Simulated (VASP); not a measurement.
# SrO (P3m1) in VASP: single point with PBE

Aim: the single point of SrO with PBE.

All numbers are computed with VASP 6.6.1; they aren't measurements. Logs are shortened: lines on timing, memory, paths and dates and some standing lists are left out, and cuts for length are marked.

### 1 The cell of the first run

Symmetry: P3m1, No. 156, trigonal system. Conventional cell: a = 3.557 Å, b = 3.557 Å, c = 6.130 Å, α = 90.00°, β = 90.00°, γ = 120.00°. Within 3.3 Å of Sr (site symmetry 3m) lie 6 O at 2.50 to 2.59 Å. Within 3.3 Å of Sr (site symmetry 3m) lie 6 O at 2.51 to 2.66 Å. O (site symmetry 3m) has 6 Sr at 2.50 to 2.66 Å and 2 O at 3.00 to 3.13 Å within 3.3 Å. Within 3.3 Å of O (site symmetry 3m) lie 6 Sr at 2.51 to 2.59 Å and 2 O at 3.00 to 3.13 Å.

### 2 Single point, PBE (strained and its atoms moved)

Input file INCAR:

```
ALGO = Normal ; EDIFF = 1E-7
ENCUT = 520 ; GGA = PE
ISIF = 2 ; ISMEAR = 0
LASPH = True ; LCHARG = True
LELF = True ; LREAL = False
LVHAR = True ; LWAVE = False
NBANDS = 24 ; NELM = 60
PREC = Accurate ; SIGMA = 0.02
```

Input file KPOINTS:

```
k-points
0
Gamma
  9 9 6
```

Input file POSCAR:

```
SrO
1.0
    3.5566281810      0.0000000000      0.0000000000
   -1.7783140905      3.0801303566      0.0000000000
    0.0000000000      0.0000000000      6.1298886860
Sr O
2 2
Direct
    0.3333333300      0.6666666700      0.2449934981
    0.6666666700      0.3333333300      0.7378618410
    0.0000000000      0.0000000000      0.0137278029
    0.0000000000      0.0000000000      0.5034168581
```

Potentials or basis: VASP PAW PBE potentials, release 64 (Sr_sv, O).

Run with:

```console
cat potpaw_PBE.64/Sr_sv/POTCAR potpaw_PBE.64/O/POTCAR > POTCAR
mpirun -np 1 vasp_std > vasp.out
```

OUTCAR:

```text
EDIFF = 1E-7
   ENCUT = 520
   GGA = PE
   ISIF = 2
   ISMEAR = 0
   LASPH = True
   LREAL = False
   NELM = 60
   PREC = Accurate

 ion  position               nearest neighbor table
   1  0.333  0.667  0.245-   3 2.50   3 2.50   3 2.50   4 2.59   4 2.59   4 2.59   2 3.65   2 3.65
                             2 3.65   2 3.73   2 3.73   2 3.73   2 5.10   2 5.10   2 5.10
   2  0.667  0.333  0.738-   4 2.51   4 2.51   4 2.51   3 2.66   3 2.66   3 2.66   1 3.65   1 3.65
                             1 3.65   1 3.73   1 3.73   1 3.73   1 5.10   1 5.10   1 5.10
   3  0.000  0.000  0.014-   1 2.50   1 2.50   1 2.50   2 2.66   2 2.66   2 2.66
   4  0.000  0.000  0.503-   2 2.51   2 2.51   2 2.51   1 2.59   1 2.59   1 2.59

  LATTYP: Found a hexagonal cell.
 ALAT       =     3.5566281810
 C/A-ratio  =     1.7235112511

  Lattice vectors:

 A1 = (   3.5566281810,   0.0000000000,   0.0000000000)
 A2 = (  -1.7783140905,   3.0801303566,   0.0000000000)
 A3 = (   0.0000000000,   0.0000000000,   6.1298886860)

Analysis of symmetry for initial positions (statically):
=====================================================================
 Subroutine PRICEL returns:
 Original cell was already a primitive cell.

 Routine SETGRP: Setting up the symmetry group for a
 hexagonal supercell.

 Subroutine GETGRP returns: Found  6 space group operations
 (whereof  6 operations were pure point group operations)
 out of a pool of 24 trial point group operations.

The static configuration has the point symmetry C_3v.

Analysis of symmetry for dynamics (positions and initial velocities):
=====================================================================
 Subroutine PRICEL returns:
 Original cell was already a primitive cell.

 Routine SETGRP: Setting up the symmetry group for a
 hexagonal supercell.

 Subroutine GETGRP returns: Found  6 space group operations
 (whereof  6 operations were pure point group operations)
 out of a pool of 24 trial point group operations.

The dynamic configuration has the point symmetry C_3v.

 Subroutine INISYM returns: Found  6 space group operations
 (whereof  6 operations are pure point group operations),
 and found     1 'primitive' translations

----------------------------------------------------------------------------------------

                                     Primitive cell

  volume of cell :      67.1522

  direct lattice vectors                    reciprocal lattice vectors
     3.556628181  0.000000000  0.000000000     0.281165179  0.162330792  0.000000000
    -1.778314091  3.080130357  0.000000000     0.000000000  0.324661584  0.000000000
     0.000000000  0.000000000  6.129888686     0.000000000  0.000000000  0.163135099

  length of vectors
     3.556628181  3.556628181  6.129888686     0.324661584  0.324661584  0.163135099

  position of ions in fractional coordinates (direct lattice)
     0.333333330  0.666666670  0.244993498
     0.666666670  0.333333330  0.737861841
     0.000000000  0.000000000  0.013727803
     0.000000000  0.000000000  0.503416858

  ion indices of the primitive-cell ions
   primitive index   ion index
                 1           1
                 2           2
                 3           3
                 4           4

----------------------------------------------------------------------------------------

 KPOINTS: k-points

Automatic generation of k-mesh.
 Grid dimensions read from file:
 generate k-points for:    9    9    6

 Generating k-lattice:

  Cartesian coordinates                     Fractional coordinates (reciprocal lattice)
     0.031240575  0.018036755  0.000000000     0.111111111  0.000000000  0.000000000
     0.000000000  0.036073509  0.000000000     0.000000000  0.111111111  0.000000000
     0.000000000  0.000000000  0.027189183     0.000000000  0.000000000  0.166666667

  Length of vectors
     0.036073509  0.036073509  0.027189183

  Shift w.r.t. Gamma in fractional coordinates (k-lattice)
     0.000000000  0.000000000  0.000000000

 Subroutine IBZKPT returns following result:
 ===========================================

 Found     62 irreducible k-points:

 Following reciprocal coordinates:
            Coordinates               Weight
  0.000000  0.000000  0.000000      1.000000
  0.111111  0.000000  0.000000      6.000000
  0.222222  0.000000  0.000000      6.000000
  0.333333  0.000000  0.000000      6.000000
  0.444444  0.000000  0.000000      6.000000
  0.111111  0.111111  0.000000      6.000000
[... 16 lines left out ...]
  0.222222  0.111111  0.166667     12.000000
 -0.111111  0.333333  0.166667     12.000000
 [... further k-points ...]
   k-points           NKPTS =     62   k-points in BZ     NKDIM =     62   number of bands    NBANDS=     24
   number of dos      NEDOS =    301   number of ions     NIONS =      4
   total plane-waves  NPLWV =  37632
   dimension x,y,z NGX =    28 NGY =   28 NGZ =   48
   dimension x,y,z NGXF=    56 NGYF=   56 NGZF=   96
   ions per type =               2   2
   NGX,Y,Z   is equivalent  to a cutoff of  13.09, 13.09, 13.02 a.u.
   NGXF,Y,Z  is equivalent  to a cutoff of  26.18, 26.18, 26.04 a.u.
 SYSTEM =  unknown system
   PREC   = accura    normal or accurate (medium, high low for compatibility)
   ISTART =      0    job   : 0-new  1-cont  2-samecut
   ICHARG =      2    charge: 1-file 2-atom 10-const
   ISPIN  =      1    spin polarized calculation?
   LNONCOLLINEAR =      F non collinear calculations
   LSORBIT =      F    spin-orbit coupling
   LASPH  =      T    aspherical Exc in radial PAW
   ENCUT  =  520.0 eV  38.22 Ry    6.18 a.u.   6.61  6.61 11.40*2*pi/ulx,y,z
   NELM   =     60;   NELMIN=  2; NELMDL= -5     # of ELM steps
   EDIFF  = 0.1E-06   stopping-criterion for ELM
   LREAL  =      F    real-space projection
   EDIFFG = 0.1E-05   stopping-criterion for IOM
   NSW    =      0    number of steps for IOM
   IBRION =     -1    ionic relax: 0-MD 1-quasi-New 2-CG
   NFREE  =      0    steps in history (QN), initial steepest desc. (CG)
   ISIF   =      2    stress and relaxation
   ISYM   =      2    0-nonsym 1-usesym 2-fastsym
   POTIM  = 0.5000    time-step for ionic-motion
   TEBEG  =    0.0;   TEEND  =   0.0 temperature during run
   PSTRESS=    0.0 pullay stress
   NELECT =      32.0000    total number of electrons
   NUPDOWN=      -1.0000    fix difference up-down
   EMIN   =  10.00;   EMAX   =-10.00  energy-range for DOS
   EFERMI =   0.00;   METHOD = LEGACY
   ISMEAR =     0;   SIGMA  =   0.02  broadening in eV -4-tet -1-fermi 0-gaus
   EFERMI_NEDOS =   21; number of points for ismear=-14 and -15
   IALGO  =     38    algorithm
   IMIX   =      4    mixing-type and parameters
     AMIX     =   0.40;   BMIX     =  1.00
     AMIX_MAG =   1.60;   BMIX_MAG =  1.00
  volume/ion in A,a.u.               =      16.79       113.29
  Fermi-wavevector in a.u.,A,eV,Ry     =   1.278708  2.416408 22.246812  1.635095
  Thomas-Fermi vector in A             =   2.411235
   LORBIT       =      0    0 simple, 1 ext, 2 COOP (PROOUT), +10 PAW based schemes
   GGA     = PE    functional components
   LHFCALC =     F    Hartree Fock is set to
   AEXX    =    0.0000 exact exchange contribution
   IVDW    =     0    specifies the selected vdW correction
   LEPSILON=     F    determine dielectric tensor
   LRPA    =     F    only Hartree local field effects (RPA)
 non-spin polarized calculation
 Gauss-broadening in eV      SIGMA  =   0.02
  energy-cutoff  :      520.00
  volume of cell :       67.15
 maximum number of plane-waves:      1853
 NGX is ok and might be reduce to    28
   NGX = 13   NGY = 13   NGZ = 23

 number of electron      32.0000001 magnetization

 Free energy of the ion-electron system (eV)
  ---------------------------------------------------
  ext. energy  EPLUGINS =         0.00000000
  ---------------------------------------------------
  free energy    TOTEN  =       -23.66966453 eV

  energy without entropy =      -23.66966453  energy(sigma->0) =      -23.66966453

 E-fermi :   2.4870     XC(G=0): -10.0734

 val. band max:        2.2846804736   @ k =   0.0000   0.0000   0.0000
 cond. band min:       5.4026443507   @ k =   0.0000   0.0000   0.0000
 fundamental gap:      3.1179638772
 Fermi energy:         2.4869944800

 k-point     1 :       0.0000    0.0000    0.0000
  band No.  band energies     occupation
      1     -30.7439      2.00000
      2     -30.4525      2.00000
      3     -14.8717      2.00000
      4     -13.3430      2.00000
      5     -12.4373      2.00000
      6     -12.4373      2.00000
[... 16 lines left out ...]
     23       9.5634      0.00000
     24      10.6981      0.00000

 k-point     2 :       0.1111    0.0000    0.0000
  band No.  band energies     occupation
      1     -30.7296      2.00000
      2     -30.4407      2.00000
      3     -14.7790      2.00000
      4     -13.6178      2.00000
      5     -12.4942      2.00000
      6     -12.4687      2.00000
[... 16 lines left out ...]
     23       9.7877      0.00000
     24      10.4066      0.00000

 k-point     3 :       0.2222    0.0000    0.0000
  band No.  band energies     occupation
      1     -30.6932      2.00000
      2     -30.4105      2.00000
      3     -14.5236      2.00000
      4     -14.0903      2.00000
      5     -12.7356      2.00000
      6     -12.5463      2.00000
[... 16 lines left out ...]
     23      10.3649      0.00000
     24      10.3739      0.00000

 k-point     4 :       0.3333    0.0000    0.0000
  band No.  band energies     occupation
      1     -30.6513      2.00000
      2     -30.3758      2.00000
      3     -14.5644      2.00000
      4     -14.0641      2.00000
      5     -13.0023      2.00000
      6     -12.6315      2.00000
[... 16 lines left out ...]
     23      10.8400      0.00000
     24      11.2199      0.00000

 k-point     5 :       0.4444    0.0000    0.0000
  band No.  band energies     occupation
      1     -30.6238      2.00000
      2     -30.3528      2.00000
      3     -14.7896      2.00000
      4     -13.6778      2.00000
      5     -13.1123      2.00000
      6     -12.6891      2.00000
[... 451 lines left out ...]
 k-point    22 :       0.1111    0.1111    0.1667
  band No.  band energies     occupation
      1     -30.7021      2.00000
      2     -30.4220      2.00000
      3     -14.5660      2.00000
      4     -14.0005      2.00000
      5     -12.6669      2.00000
      6     -12.5113      2.00000
[... 16 lines left out ...]
     23      10.1295      0.00000
     24      10.4618      0.00000

 k-point    23 :       0.2222    0.1111    0.1667
  band No.  band energies     occupation
      1     -30.6638      2.00000
      2     -30.3885      2.00000
      3     -14.4532      2.00000
      4     -14.1787      2.00000
      5     -12.8886      2.00000
      6     -12.6225      2.00000
[... 16 lines left out ...]
     23      10.7654      0.00000
     24      11.1268      0.00000

 k-point    24 :      -0.1111    0.3333    0.1667
  band No.  band energies     occupation
      1     -30.6638      2.00000
      2     -30.3885      2.00000
      3     -14.4338      2.00000
      4     -14.2073      2.00000
      5     -12.8674      2.00000
      6     -12.6165      2.00000
[... 16 lines left out ...]
     23      10.8912      0.00000
     24      11.1604      0.00000

 [... further k-points ...]
[... 5 lines left out ...]
  --------------------------------------------------------------------------------------
  -------------------------------------------------------------------------------------
  Total        1.2040639      1.2040639      2.2895782      0.0000000      0.0000000      0.0000000
  in kB       28.7276402     28.7276402     54.6268194      0.0000000      0.0000000      0.0000000
  external PRESSURE =      37.3606999 kB  Pullay stress =       0.0000000 kB

 VOLUME and BASIS-vectors are now :
 -----------------------------------------------------------------------------
  energy-cutoff  :      520.00
  volume of cell :       67.15
      direct lattice vectors                 reciprocal lattice vectors
     3.556628181  0.000000000  0.000000000     0.281165179  0.162330792  0.000000000
    -1.778314091  3.080130357  0.000000000     0.000000000  0.324661584  0.000000000
     0.000000000  0.000000000  6.129888686     0.000000000  0.000000000  0.163135099

 POSITION                                       TOTAL-FORCE (eV/Angst)
 -----------------------------------------------------------------------------------
     -0.00000      2.05342      1.50178         0.000000      0.000000     -0.085913
      1.77831      1.02671      4.52301        -0.000000      0.000000      0.615452
      0.00000      0.00000      0.08415        -0.000000     -0.000000     -0.654097
      0.00000      0.00000      3.08589        -0.000000      0.000000      0.124558
 -----------------------------------------------------------------------------------
    total drift:                               -0.000000     -0.000000     -0.001030

  FREE ENERGIE OF THE ION-ELECTRON SYSTEM (eV)
  ---------------------------------------------------
  free  energy   TOTEN  =       -23.6696645256 eV

  energy  without entropy=      -23.6696645256  energy(sigma->0) =      -23.66966453
```

Run time: 52 s. Hardware: 1 thread of AMD EPYC 9R45 (Zen 5), shared host; peak memory 0.21 GiB.

What came out:

| Property | Result |
| --- | --- |
| Free energy | -23.6697 eV |
| Pressure | 3.7 GPa |
| Largest force | 0.654 eV/Å |
| Band gap on the k mesh | 3.12 eV, direct |

Forces in eV/Å, atoms in the order of the input:
```
Sr   0.000  0.000 -0.086
Sr   0.000  0.000  0.615
O    0.000  0.000 -0.654
O    0.000  0.000  0.125
```

Levels at points of the mesh, in eV from the valence-band top:
| k point | band 14 | band 15 | band 16 | band 17 | band 18 | band 19 |
| --- | --- | --- | --- | --- | --- | --- |
| (0.00, 0.00, 0.00) | -0.81 | -0.81 | 0.00 | 3.12 | 4.98 | 5.40 |
| (0.00, 0.00, 0.50) | -1.16 | -0.89 | -0.89 | 4.62 | 4.89 | 5.98 |

Caveat: the cell differs from its parent crystal (strained and its atoms moved).
